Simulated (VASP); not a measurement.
# Rh (P6/mmm) in VASP: single point with LDA

Aim: the single point of Rh with LDA.

All numbers are computed with VASP 6.6.1; they aren't measurements. Logs are shortened: lines on timing, memory, paths and dates and some standing lists are left out, and cuts for length are marked.

**1. The cell of the first run**

The structure is hexagonal, space group P6/mmm (No. 191). The conventional cell has a = 4.135 Å, b = 4.135 Å, c = 2.535 Å, α = 90.00°, β = 90.00°, γ = 120.00°. Within 3.3 Å of Rh (site symmetry 6/mmm) lie 14 Rh at 2.53 to 2.70 Å. Within 3.2 Å of Rh (site symmetry -6m2) lie 11 Rh at 2.39 to 2.70 Å.

This isn't the form of Rh at room conditions, which is fcc.

**2. Single point, LDA (12.51 Å³/atom)**

INCAR reads:

```
SYSTEM = Rh
PREC     = Accurate       ! precision mode
ENCUT    = 620            ! plane-wave cutoff, eV
EDIFF    = 1E-6           ! SCF threshold, eV
ISMEAR   = -1             ! smearing method
SIGMA    = 0.1            ! smearing width, eV
LREAL    = .FALSE.        ! projectors in reciprocal space
LASPH    = .TRUE.         ! aspherical terms in the spheres
NELM     = 120            ! most SCF steps
ALGO     = Normal         ! electronic algorithm
ISIF     = 2              ! what is computed and relaxed
LWAVE    = .FALSE.        ! write WAVECAR
LCHARG   = .FALSE.        ! write CHGCAR
NBANDS   = 32             ! bands
GGA_COMPAT= .FALSE.
```

KPOINTS reads:

```
regular mesh
0
G
  10 10 14
  0 0 0
```

POSCAR reads:

```
Rh
1.0
    4.1349407308      0.0000000000      0.0000000000
   -2.0674703654      3.5809637160      0.0000000000
    0.0000000000      0.0000000000      2.5345422697
Rh
3
Direct
    1.0000000000      1.0000000000      0.0000000000
    0.3333333333      0.6666666667      0.5000000000
    0.6666666667      0.3333333333      0.5000000000
```

Potentials or basis: VASP PAW LDA potentials, release 64 (Rh_sv_GW).

Command:

```bash
$ cat potpaw_LDA.64/Rh_sv_GW/POTCAR > POTCAR
$ mpirun -np 1 vasp_std > vasp.out
```

OUTCAR:

```text
SYSTEM = Rh
   PREC = Accurate
   ENCUT = 620
   EDIFF = 1E-6
   ISMEAR = -1
   LREAL = .FALSE.
   LASPH = .TRUE.
   NELM = 120
   ISIF = 2

 ion  position               nearest neighbor table
   1  0.000  0.000  0.000-
   2  0.333  0.667  0.500-   3 2.39   3 2.39   3 2.39
   3  0.667  0.333  0.500-   2 2.39   2 2.39   2 2.39

  LATTYP: Found a hexagonal cell.
 ALAT       =     4.1349407308
 C/A-ratio  =     0.6129573396

  Lattice vectors:

 A1 = (   4.1349407308,   0.0000000000,   0.0000000000)
 A2 = (  -2.0674703654,   3.5809637160,   0.0000000000)
 A3 = (   0.0000000000,   0.0000000000,   2.5345422697)

Analysis of symmetry for initial positions (statically):
=====================================================================
 Subroutine PRICEL returns:
 Original cell was already a primitive cell.

 Routine SETGRP: Setting up the symmetry group for a
 hexagonal supercell.

 Subroutine GETGRP returns: Found 24 space group operations
 (whereof 24 operations were pure point group operations)
 out of a pool of 24 trial point group operations.

The static configuration has the point symmetry D_6h.

Analysis of symmetry for dynamics (positions and initial velocities):
=====================================================================
 Subroutine PRICEL returns:
 Original cell was already a primitive cell.

 Routine SETGRP: Setting up the symmetry group for a
 hexagonal supercell.

 Subroutine GETGRP returns: Found 24 space group operations
 (whereof 24 operations were pure point group operations)
 out of a pool of 24 trial point group operations.

The dynamic configuration has the point symmetry D_6h.

 Subroutine INISYM returns: Found 24 space group operations
 (whereof 24 operations are pure point group operations),
 and found     1 'primitive' translations

----------------------------------------------------------------------------------------

                                     Primitive cell

  volume of cell :      37.5292

  direct lattice vectors                    reciprocal lattice vectors
     4.134940731  0.000000000  0.000000000     0.241841435  0.139627218  0.000000000
    -2.067470365  3.580963716  0.000000000     0.000000000  0.279254435  0.000000000
     0.000000000  0.000000000  2.534542270     0.000000000  0.000000000  0.394548559

  length of vectors
     4.134940731  4.134940731  2.534542270     0.279254435  0.279254435  0.394548559

  position of ions in fractional coordinates (direct lattice)
     0.000000000  0.000000000  0.000000000
     0.333333333  0.666666667  0.500000000
     0.666666667  0.333333333  0.500000000

  ion indices of the primitive-cell ions
   primitive index   ion index
                 1           1
                 2           2
                 3           3

----------------------------------------------------------------------------------------

 KPOINTS: regular mesh

Automatic generation of k-mesh.
 Grid dimensions read from file:
 generate k-points for:   10   10   14

 Generating k-lattice:

  Cartesian coordinates                     Fractional coordinates (reciprocal lattice)
     0.024184144  0.013962722  0.000000000     0.100000000  0.000000000  0.000000000
     0.000000000  0.027925444  0.000000000     0.000000000  0.100000000  0.000000000
     0.000000000  0.000000000  0.028182040     0.000000000  0.000000000  0.071428571

  Length of vectors
     0.027925444  0.027925444  0.028182040

  Shift w.r.t. Gamma in fractional coordinates (k-lattice)
     0.000000000  0.000000000  0.000000000

 Subroutine IBZKPT returns following result:
 ===========================================

 Found    112 irreducible k-points:

 Following reciprocal coordinates:
            Coordinates               Weight
  0.000000  0.000000  0.000000      1.000000
  0.100000 -0.000000  0.000000      6.000000
  0.200000 -0.000000  0.000000      6.000000
  0.300000  0.000000  0.000000      6.000000
  0.400000  0.000000  0.000000      6.000000
  0.500000 -0.000000  0.000000      3.000000
[... 16 lines left out ...]
  0.300000  0.100000  0.071429     24.000000
  0.400000  0.100000  0.071429     24.000000
 [... further k-points ...]
   k-points           NKPTS =    112   k-points in BZ     NKDIM =    112   number of bands    NBANDS=     32
   number of dos      NEDOS =    301   number of ions     NIONS =      3
   total plane-waves  NPLWV =  31104
   dimension x,y,z NGX =    36 NGY =   36 NGZ =   24
   dimension x,y,z NGXF=    72 NGYF=   72 NGZF=   48
   ions per type =               3
   NGX,Y,Z   is equivalent  to a cutoff of  14.47, 14.47, 15.74 a.u.
   NGXF,Y,Z  is equivalent  to a cutoff of  28.95, 28.95, 31.48 a.u.
 SYSTEM =  Rh
   PREC   = accura    normal or accurate (medium, high low for compatibility)
   ISTART =      0    job   : 0-new  1-cont  2-samecut
   ICHARG =      2    charge: 1-file 2-atom 10-const
   ISPIN  =      1    spin polarized calculation?
   LNONCOLLINEAR =      F non collinear calculations
   LSORBIT =      F    spin-orbit coupling
   LASPH  =      T    aspherical Exc in radial PAW
   ENCUT  =  620.0 eV  45.57 Ry    6.75 a.u.   8.40  8.40  5.15*2*pi/ulx,y,z
   NELM   =    120;   NELMIN=  2; NELMDL= -5     # of ELM steps
   EDIFF  = 0.1E-05   stopping-criterion for ELM
   LREAL  =      F    real-space projection
   EDIFFG = 0.1E-04   stopping-criterion for IOM
   NSW    =      0    number of steps for IOM
   IBRION =     -1    ionic relax: 0-MD 1-quasi-New 2-CG
   NFREE  =      0    steps in history (QN), initial steepest desc. (CG)
   ISIF   =      2    stress and relaxation
   ISYM   =      2    0-nonsym 1-usesym 2-fastsym
   POTIM  = 0.5000    time-step for ionic-motion
   TEBEG  =    0.0;   TEEND  =   0.0 temperature during run
   PSTRESS=    0.0 pullay stress
   NELECT =      51.0000    total number of electrons
   NUPDOWN=      -1.0000    fix difference up-down
   EMIN   =  10.00;   EMAX   =-10.00  energy-range for DOS
   EFERMI =   0.00;   METHOD = LEGACY
   ISMEAR =    -1;   SIGMA  =   0.10  broadening in eV -4-tet -1-fermi 0-gaus
   EFERMI_NEDOS =   21; number of points for ismear=-14 and -15
   IALGO  =     38    algorithm
   IMIX   =      4    mixing-type and parameters
     AMIX     =   0.40;   BMIX     =  1.00
     AMIX_MAG =   1.60;   BMIX_MAG =  1.00
  volume/ion in A,a.u.               =      12.51        84.42
  Fermi-wavevector in a.u.,A,eV,Ry     =   1.813324  3.426685 44.737893  3.288142
  Thomas-Fermi vector in A             =   2.871386
   LORBIT       =      0    0 simple, 1 ext, 2 COOP (PROOUT), +10 PAW based schemes
   GGA     = CA    functional components
   LHFCALC =     F    Hartree Fock is set to
   AEXX    =    0.0000 exact exchange contribution
   IVDW    =     0    specifies the selected vdW correction
   LEPSILON=     F    determine dielectric tensor
   LRPA    =     F    only Hartree local field effects (RPA)
 non-spin polarized calculation
  energy-cutoff  :      620.00
  volume of cell :       37.53
 maximum number of plane-waves:      1342
 NGX is ok and might be reduce to    36
   NGX = 17   NGY = 17   NGZ = 11

 number of electron      51.0000016 magnetization

 Free energy of the ion-electron system (eV)
  ---------------------------------------------------
  ext. energy  EPLUGINS =         0.00000000
  ---------------------------------------------------
  free energy    TOTEN  =       -22.49291510 eV

  energy without entropy =      -22.33715276  energy(sigma->0) =      -22.41503393

 E-fermi :  12.3585     XC(G=0): -15.0196

 val. band max:       12.3519937440   @ k =   0.4000   0.0000   0.1429
 cond. band min:      12.3683965662   @ k =   0.3000   0.1000   0.1429
 fundamental gap:      0.0164028222
 Fermi energy:        12.3584924484

 k-point     1 :       0.0000    0.0000    0.0000
  band No.  band energies     occupation
      1     -66.4522      2.00000
      2     -66.1853      2.00000
      3     -66.1380      2.00000
      4     -34.9740      2.00000
      5     -34.9740      2.00000
      6     -34.4838      2.00000
[... 24 lines left out ...]
     31      21.6661      0.00000
     32      21.6671      0.00000

 k-point     2 :       0.1000   -0.0000    0.0000
  band No.  band energies     occupation
      1     -66.4457      2.00000
      2     -66.1908      2.00000
      3     -66.1393      2.00000
      4     -34.9967      2.00000
      5     -34.9748      2.00000
      6     -34.4534      2.00000
[... 24 lines left out ...]
     31      22.1994      0.00000
     32      23.1498      0.00000

 k-point     3 :       0.2000   -0.0000    0.0000
  band No.  band energies     occupation
      1     -66.4270      2.00000
      2     -66.2064      2.00000
      3     -66.1430      2.00000
      4     -35.0475      2.00000
      5     -34.9617      2.00000
      6     -34.3797      2.00000
[... 24 lines left out ...]
     31      22.3062      0.00000
     32      24.1662      0.00000

 k-point     4 :       0.3000    0.0000    0.0000
  band No.  band energies     occupation
      1     -66.3991      2.00000
      2     -66.2303      2.00000
      3     -66.1476      2.00000
      4     -35.0993      2.00000
      5     -34.9134      2.00000
      6     -34.2900      2.00000
[... 24 lines left out ...]
     31      22.4723      0.00000
     32      25.6758      0.00000

 k-point     5 :       0.4000    0.0000    0.0000
  band No.  band energies     occupation
      1     -66.3680      2.00000
      2     -66.2581      2.00000
      3     -66.1515      2.00000
      4     -35.1357      2.00000
      5     -34.8317      2.00000
      6     -34.3833      2.00000
[... 584 lines left out ...]
     31      22.8474      0.00000
     32      23.1785      0.00000

 k-point    22 :       0.2000    0.1000    0.0714
  band No.  band energies     occupation
      1     -66.4051      2.00000
      2     -66.2170      2.00000
      3     -66.1428      2.00000
      4     -35.0643      2.00000
      5     -34.9410      2.00000
      6     -34.3163      2.00000
[... 24 lines left out ...]
     31      22.9875      0.00000
     32      24.4259      0.00000

 k-point    23 :       0.3000    0.1000    0.0714
  band No.  band energies     occupation
      1     -66.3751      2.00000
      2     -66.2431      2.00000
      3     -66.1473      2.00000
      4     -35.1018      2.00000
      5     -34.8770      2.00000
      6     -34.3427      2.00000
[... 24 lines left out ...]
     31      23.0823      0.00000
     32      26.1031      0.00000

 k-point    24 :       0.4000    0.1000    0.0714
  band No.  band energies     occupation
      1     -66.3477      2.00000
      2     -66.2681      2.00000
      3     -66.1501      2.00000
      4     -35.1232      2.00000
      5     -34.7956      2.00000
      6     -34.4672      2.00000
[... 24 lines left out ...]
     31      23.1558      0.00000
     32      27.4080      0.00000

 [... further k-points ...]

------------------------ aborting loop because EDIFF is reached ----------------------------------------

  FORCE on cell =-STRESS in cart. coord.  units (eV):
  Direction    XX          YY          ZZ          XY          YZ          ZX
  --------------------------------------------------------------------------------------
  -------------------------------------------------------------------------------------
  Total        7.5127671      7.5127671      6.7531730      0.0000000     -0.0000000      0.0000000
  in kB      320.7316080    320.7316080    288.3033619      0.0000000     -0.0000000      0.0000000
  external PRESSURE =     309.9221927 kB  Pullay stress =       0.0000000 kB

 VOLUME and BASIS-vectors are now :
 -----------------------------------------------------------------------------
  energy-cutoff  :      620.00
  volume of cell :       37.53
      direct lattice vectors                 reciprocal lattice vectors
     4.134940731  0.000000000  0.000000000     0.241841435  0.139627218  0.000000000
    -2.067470365  3.580963716  0.000000000     0.000000000  0.279254435  0.000000000
     0.000000000  0.000000000  2.534542270     0.000000000  0.000000000  0.394548559

 POSITION                                       TOTAL-FORCE (eV/Angst)
 -----------------------------------------------------------------------------------
      0.00000      0.00000      0.00000         0.000000      0.000000     -0.000000
     -0.00000      2.38731      1.26727         0.000000      0.000000      0.000000
      2.06747      1.19365      1.26727        -0.000000     -0.000000     -0.000000
 -----------------------------------------------------------------------------------
    total drift:                                0.000000      0.000000     -0.000000

  FREE ENERGIE OF THE ION-ELECTRON SYSTEM (eV)
  ---------------------------------------------------
  free  energy   TOTEN  =       -22.4929150993 eV

  energy  without entropy=      -22.3371527589  energy(sigma->0) =      -22.41503393
```

Run time: 2.8 min. Hardware: 1 thread of Intel Xeon Platinum 8259CL at 2.50GHz (Skylake/Cascade Lake), shared host; peak memory 0.27 GiB.

Results:

```
Free energy            : -22.4929 eV
Pressure               : 31.0 GPa
Band gap on the k mesh : zero (an odd number of electrons rules out a gap without spin polarisation)
```

Levels at points of the mesh, in eV from the Fermi level:
| k point | band 23 | band 24 | band 25 | band 26 | band 27 | band 28 | band 29 | band 30 |
| --- | --- | --- | --- | --- | --- | --- | --- | --- |
| (0.00, 0.00, 0.00) | -2.00 | -2.00 | -1.92 | -1.92 | 0.96 | 0.96 | 9.27 | 9.27 |
| (0.50, 0.00, 0.00) | -1.68 | -0.29 | 0.11 | 0.13 | 0.18 | 0.45 | 1.02 | 1.04 |
| (0.00, 0.00, 0.50) | -0.06 | -0.06 | 0.46 | 0.46 | 1.85 | 3.24 | 4.14 | 10.23 |
| (0.50, 0.00, 0.50) | -1.00 | -0.55 | 0.16 | 0.65 | 1.42 | 3.06 | 4.13 | 8.05 |

Caveat: the cell stands under pressure.
